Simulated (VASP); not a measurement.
# Ta (Im-3m) in VASP: a series of runs

Runs on Ta. Level: PBEsol. Tasks: single point, relaxation of cell and atoms.

Program: VASP 6.6.1. These are calculated values, not measurements. Logs are shortened: lines on timing, memory, paths and dates and some standing lists are left out, and cuts for length are marked.

## Step 1: The cell of the first run

It takes space group Im-3m (No. 229, cubic). The conventional cell has a = 3.287 Å, b = 3.287 Å, c = 3.287 Å, α = 90.00°, β = 90.00°, γ = 90.00°. Ta (site symmetry m-3m) has 14 Ta at 2.85 to 3.29 Å within 3.8 Å.

## Step 2: Single point, PBEsol

File INCAR:

```
PREC = Accurate
ENCUT = 520
EDIFF = 1E-7
ISMEAR = 0
SIGMA = 0.05
LREAL = F
LASPH = T
NELM = 100
ALGO = Normal
ISIF = 2
LWAVE = F
LCHARG = F
GGA = PS
NBANDS = 12
```

File KPOINTS:

```
regular mesh
0
Gamma
  7 7 7
```

File POSCAR:

```
Ta
1.0
   -1.6435392550      1.6435392550      1.6435392550
    1.6435392550     -1.6435392550      1.6435392550
    1.6435392550      1.6435392550     -1.6435392550
Ta
1
Direct
    0.0000000000      0.0000000000      0.0000000000
```

Potentials or basis: VASP PAW PBE potentials, release 64 (Ta_pv).

Launch:

```bash
$ cat potpaw_PBE.64/Ta_pv/POTCAR > POTCAR
$ mpirun -np 1 vasp_std > vasp.out
```

OUTCAR:

```text
PREC = Accurate
   ENCUT = 520
   EDIFF = 1E-7
   ISMEAR = 0
   LREAL = F
   LASPH = T
   NELM = 100
   ISIF = 2
   GGA = PS

 ion  position               nearest neighbor table
   1  0.000  0.000  0.000-

  LATTYP: Found a body centered cubic cell.
 ALAT       =     3.2870785100

  Lattice vectors:

 A1 = (  -1.6435392550,   1.6435392550,   1.6435392550)
 A2 = (   1.6435392550,  -1.6435392550,   1.6435392550)
 A3 = (   1.6435392550,   1.6435392550,  -1.6435392550)

Analysis of symmetry for initial positions (statically):
=====================================================================
 Subroutine PRICEL returns:
 Original cell was already a primitive cell.

 Routine SETGRP: Setting up the symmetry group for a
 body centered cubic supercell.

 Subroutine GETGRP returns: Found 48 space group operations
 (whereof 48 operations were pure point group operations)
 out of a pool of 48 trial point group operations.

The static configuration has the point symmetry O_h .

Analysis of symmetry for dynamics (positions and initial velocities):
=====================================================================
 Subroutine PRICEL returns:
 Original cell was already a primitive cell.

 Routine SETGRP: Setting up the symmetry group for a
 body centered cubic supercell.

 Subroutine GETGRP returns: Found 48 space group operations
 (whereof 48 operations were pure point group operations)
 out of a pool of 48 trial point group operations.

The dynamic configuration has the point symmetry O_h .

 Subroutine INISYM returns: Found 48 space group operations
 (whereof 48 operations are pure point group operations),
 and found     1 'primitive' translations

----------------------------------------------------------------------------------------

                                     Primitive cell

  volume of cell :      17.7583

  direct lattice vectors                    reciprocal lattice vectors
    -1.643539255  1.643539255  1.643539255     0.000000000  0.304221514  0.304221514
     1.643539255 -1.643539255  1.643539255     0.304221514  0.000000000  0.304221514
     1.643539255  1.643539255 -1.643539255     0.304221514  0.304221514  0.000000000

  length of vectors
     2.846693494  2.846693494  2.846693494     0.430234191  0.430234191  0.430234191

  position of ions in fractional coordinates (direct lattice)
     0.000000000  0.000000000  0.000000000

  ion indices of the primitive-cell ions
   primitive index   ion index
                 1           1

----------------------------------------------------------------------------------------

 KPOINTS: regular mesh

Automatic generation of k-mesh.
 Grid dimensions read from file:
 generate k-points for:    7    7    7

 Generating k-lattice:

  Cartesian coordinates                     Fractional coordinates (reciprocal lattice)
     0.000000000  0.043460216  0.043460216     0.142857143  0.000000000  0.000000000
     0.043460216  0.000000000  0.043460216     0.000000000  0.142857143  0.000000000
     0.043460216  0.043460216  0.000000000     0.000000000  0.000000000  0.142857143

  Length of vectors
     0.061462027  0.061462027  0.061462027

  Shift w.r.t. Gamma in fractional coordinates (k-lattice)
     0.000000000  0.000000000  0.000000000

 Subroutine IBZKPT returns following result:
 ===========================================

 Found     20 irreducible k-points:

 Following reciprocal coordinates:
            Coordinates               Weight
  0.000000  0.000000  0.000000      1.000000
  0.142857  0.000000  0.000000     12.000000
  0.285714  0.000000  0.000000     12.000000
  0.428571  0.000000  0.000000     12.000000
  0.142857  0.142857  0.000000     24.000000
  0.285714  0.142857 -0.000000     48.000000
[... 12 lines left out ...]
 -0.428571 -0.428571  0.285714      8.000000
 -0.428571  0.428571  0.428571      6.000000
   k-points           NKPTS =     20   k-points in BZ     NKDIM =     20   number of bands    NBANDS=     12
   number of dos      NEDOS =    301   number of ions     NIONS =      1
   total plane-waves  NPLWV =  13824
   dimension x,y,z NGX =    24 NGY =   24 NGZ =   24
   dimension x,y,z NGXF=    48 NGYF=   48 NGZF=   48
   ions per type =               1
   NGX,Y,Z   is equivalent  to a cutoff of  14.02, 14.02, 14.02 a.u.
   NGXF,Y,Z  is equivalent  to a cutoff of  28.03, 28.03, 28.03 a.u.
 SYSTEM =  unknown system
   PREC   = accura    normal or accurate (medium, high low for compatibility)
   ISTART =      0    job   : 0-new  1-cont  2-samecut
   ICHARG =      2    charge: 1-file 2-atom 10-const
   ISPIN  =      1    spin polarized calculation?
   LNONCOLLINEAR =      F non collinear calculations
   LSORBIT =      F    spin-orbit coupling
   LASPH  =      T    aspherical Exc in radial PAW
   ENCUT  =  520.0 eV  38.22 Ry    6.18 a.u.   5.29  5.29  5.29*2*pi/ulx,y,z
   NELM   =    100;   NELMIN=  2; NELMDL= -5     # of ELM steps
   EDIFF  = 0.1E-06   stopping-criterion for ELM
   LREAL  =      F    real-space projection
   EDIFFG = 0.1E-05   stopping-criterion for IOM
   NSW    =      0    number of steps for IOM
   IBRION =     -1    ionic relax: 0-MD 1-quasi-New 2-CG
   NFREE  =      0    steps in history (QN), initial steepest desc. (CG)
   ISIF   =      2    stress and relaxation
   ISYM   =      2    0-nonsym 1-usesym 2-fastsym
   POTIM  = 0.5000    time-step for ionic-motion
   TEBEG  =    0.0;   TEEND  =   0.0 temperature during run
   PSTRESS=    0.0 pullay stress
   NELECT =      11.0000    total number of electrons
   NUPDOWN=      -1.0000    fix difference up-down
   EMIN   =  10.00;   EMAX   =-10.00  energy-range for DOS
   EFERMI =   0.00;   METHOD = LEGACY
   ISMEAR =     0;   SIGMA  =   0.05  broadening in eV -4-tet -1-fermi 0-gaus
   EFERMI_NEDOS =   21; number of points for ismear=-14 and -15
   IALGO  =     38    algorithm
   IMIX   =      4    mixing-type and parameters
     AMIX     =   0.40;   BMIX     =  1.00
     AMIX_MAG =   1.60;   BMIX_MAG =  1.00
  volume/ion in A,a.u.               =      17.76       119.84
  Fermi-wavevector in a.u.,A,eV,Ry     =   1.395529  2.637168 26.497376  1.947502
  Thomas-Fermi vector in A             =   2.518972
   LORBIT       =      0    0 simple, 1 ext, 2 COOP (PROOUT), +10 PAW based schemes
   GGA     = PS    functional components
   LHFCALC =     F    Hartree Fock is set to
   AEXX    =    0.0000 exact exchange contribution
   IVDW    =     0    specifies the selected vdW correction
   LEPSILON=     F    determine dielectric tensor
   LRPA    =     F    only Hartree local field effects (RPA)
 non-spin polarized calculation
 Gauss-broadening in eV      SIGMA  =   0.05
  energy-cutoff  :      520.00
  volume of cell :       17.76
 maximum number of plane-waves:       488
 NGX is ok and might be reduce to    24
   NGX = 11   NGY = 11   NGZ = 11

 number of electron      11.0000002 magnetization

 Free energy of the ion-electron system (eV)
  ---------------------------------------------------
  ext. energy  EPLUGINS =         0.00000000
  ---------------------------------------------------
  free energy    TOTEN  =       -12.57718739 eV

  energy without entropy =      -12.57620564  energy(sigma->0) =      -12.57669652

 E-fermi :   5.2665     XC(G=0): -12.8067

 val. band max:        5.2628399073   @ k =   0.2857   0.0000   0.0000
 cond. band min:       5.4179321460   @ k =  -0.2857   0.2857   0.1429
 fundamental gap:      0.1550922387
 Fermi energy:         5.2665376088

 k-point     1 :       0.0000    0.0000    0.0000
  band No.  band energies     occupation
      1     -27.5725      2.00000
      2     -27.5725      2.00000
      3     -27.5725      2.00000
      4      -2.5460      2.00000
      5       6.1332      0.00000
      6       6.1332      0.00000
      7       6.1332      0.00000
      8       9.4604      0.00000
      9       9.4604      0.00000
     10      20.0900      0.00000
     11      20.5494      0.00000
     12      20.5494      0.00000

 k-point     2 :       0.1429    0.0000    0.0000
  band No.  band energies     occupation
      1     -27.8226      2.00000
      2     -27.6498      2.00000
      3     -27.5740      2.00000
      4      -1.6592      2.00000
      5       5.5909      0.00000
      6       5.8796      0.00000
      7       7.0333      0.00000
      8       8.8378      0.00000
      9       9.4835      0.00000
     10      20.0888      0.00000
     11      21.1978      0.00000
     12      22.1067      0.00000

 k-point     3 :       0.2857    0.0000    0.0000
  band No.  band energies     occupation
      1     -28.3526      2.00000
      2     -27.8195      2.00000
      3     -27.5774      2.00000
      4       0.2288      2.00000
      5       4.5830      2.00000
      6       5.2628      1.08330
      7       9.0138      0.00000
      8       9.5315      0.00000
      9       9.7538      0.00000
     10      20.0732      0.00000
     11      20.1591      0.00000
     12      21.5109      0.00000
[... 226 lines left out ...]
 k-point    19 :      -0.4286   -0.4286    0.2857
  band No.  band energies     occupation
      1     -28.4569      2.00000
      2     -28.4569      2.00000
      3     -28.1503      2.00000
      4       2.3959      2.00000
      5       2.3959      2.00000
      6       7.0643      0.00000
      7      10.7587      0.00000
      8      10.7587      0.00000
      9      15.6575      0.00000
     10      16.3672      0.00000
     11      16.3672      0.00000
     12      20.0903      0.00000

 k-point    20 :      -0.4286    0.4286    0.4286
  band No.  band energies     occupation
      1     -28.4324      2.00000
      2     -28.3876      2.00000
      3     -28.3876      2.00000
      4       1.7809      2.00000
      5       1.8789      2.00000
      6      10.5296      0.00000
      7      10.5296      0.00000
      8      11.8917      0.00000
      9      12.8950      0.00000
     10      16.5622      0.00000
     11      16.5622      0.00000
     12      20.0630      0.00000

------------------------ aborting loop because EDIFF is reached ----------------------------------------

  FORCE on cell =-STRESS in cart. coord.  units (eV):
  Direction    XX          YY          ZZ          XY          YZ          ZX
  --------------------------------------------------------------------------------------
  -------------------------------------------------------------------------------------
  Total        0.0198640      0.0198640      0.0198640      0.0000000     -0.0000000      0.0000000
  in kB        1.7921637      1.7921637      1.7921637      0.0000000     -0.0000000      0.0000000
  external PRESSURE =       1.7921637 kB  Pullay stress =       0.0000000 kB

 VOLUME and BASIS-vectors are now :
 -----------------------------------------------------------------------------
  energy-cutoff  :      520.00
  volume of cell :       17.76
      direct lattice vectors                 reciprocal lattice vectors
    -1.643539255  1.643539255  1.643539255     0.000000000  0.304221514  0.304221514
     1.643539255 -1.643539255  1.643539255     0.304221514  0.000000000  0.304221514
     1.643539255  1.643539255 -1.643539255     0.304221514  0.304221514  0.000000000

 POSITION                                       TOTAL-FORCE (eV/Angst)
 -----------------------------------------------------------------------------------
      0.00000      0.00000      0.00000         0.000000      0.000000     -0.000000
 -----------------------------------------------------------------------------------
    total drift:                               -0.000000     -0.000000      0.000000

  FREE ENERGIE OF THE ION-ELECTRON SYSTEM (eV)
  ---------------------------------------------------
  free  energy   TOTEN  =       -12.5771873868 eV

  energy  without entropy=      -12.5762056432  energy(sigma->0) =      -12.57669652
```

Wall time 7.2 s (1 thread of AMD EPYC 7R43 (Zen 3), shared host); peak memory 0.11 GiB.

What came out:

* Free energy: -12.5772 eV
* Pressure: 0.2 GPa

Levels at points of the mesh, in eV from the Fermi level:
```
           k point  band 3  band 4  band 5  band 6  band 7  band 8
(0.00, 0.00, 0.00)  -32.84   -7.81    0.87    0.87    0.87    4.19
```

Caveat: the k points lie up to 0.39 Å⁻¹ apart; the PAW data sets were made with another functional, which shifts forces and pressure a little; spin-orbit coupling is left out, which moves the levels of the heavy elements.

## Step 3: Relaxation of cell and atoms, PBEsol

This run uses another cell than the first one, of 18.01 Å³/atom, 1.014 times its volume.

File INCAR:

```
SYSTEM = Ta
ALGO = Normal ; EDIFF = 1E-6
EDIFFG = -0.02 ; ENCUT = 600
GGA = PS ; IBRION = 2
ISIF = 3 ; ISMEAR = 0
LASPH = .True. ; LCHARG = .False.
LREAL = .False. ; LWAVE = .False.
NELM = 60 ; NSW = 80
PREC = Accurate ; SIGMA = 0.05
```

File KPOINTS:

```
k-points
0
Gamma
  7 7 7
  0 0 0
```

File POSCAR:

```
Ta
1.0
   -1.6512800000      1.6512800000      1.6512800000
    1.6512800000     -1.6512800000      1.6512800000
    1.6512800000      1.6512800000     -1.6512800000
Ta
1
Direct
    0.0000000000      0.0000000000      0.0000000000
```

Potentials or basis: VASP PAW PBE potentials, release 64 (Ta_pv).

Launch:

```bash
$ cat potpaw_PBE.64/Ta_pv/POTCAR > POTCAR
$ mpirun -np 1 vasp_std > vasp.out
```

Run time: 14 s. Hardware: 1 thread of AMD EPYC 7R43 (Zen 3), shared host; peak memory 0.11 GiB.

Results (log left out):

- Free energy: -12.5774 eV
- Relaxed volume: 17.78 Å³/atom
- Relaxed cell: a = 2.848 Å, b = 2.848 Å, c = 2.848 Å, α = 109.47°, β = 109.47°, γ = 109.47°
- Space group after relaxing (to 0.05 Å): Im-3m (No. 229)
- Energy gained by relaxing: 2.2 meV/atom
- Ionic steps: 3
- Pressure after relaxing: 0.0 GPa

Step by step:
```tsv
step	energy change (eV)	largest force (eV/Å)	pressure (GPa)	volume (Å³)
1	0.0000	0.0000	-2.88	18.01
2	0.0127	0.0000	8.25	17.18
3	-0.0022	0.0000	-0.04	17.78
```

Final structure:
```xyz
1
Lattice="-1.6441 1.6441 1.6441 1.6441 -1.6441 1.6441 1.6441 1.6441 -1.6441" Properties=species:S:1:pos:R:3 pbc="T T T"
Ta    0.0000    0.0000    0.0000
```

Levels at points of the mesh, in eV from the Fermi level:
```
           k point  band 3  band 4  band 5  band 6  band 7  band 8
(0.00, 0.00, 0.00)  -32.84   -7.81    0.87    0.87    0.87    4.19
```

Caveat: the k points lie up to 0.39 Å⁻¹ apart in the final cell; the PAW data sets were made with another functional, which shifts forces and pressure a little; spin-orbit coupling is left out, which moves the levels of the heavy elements.
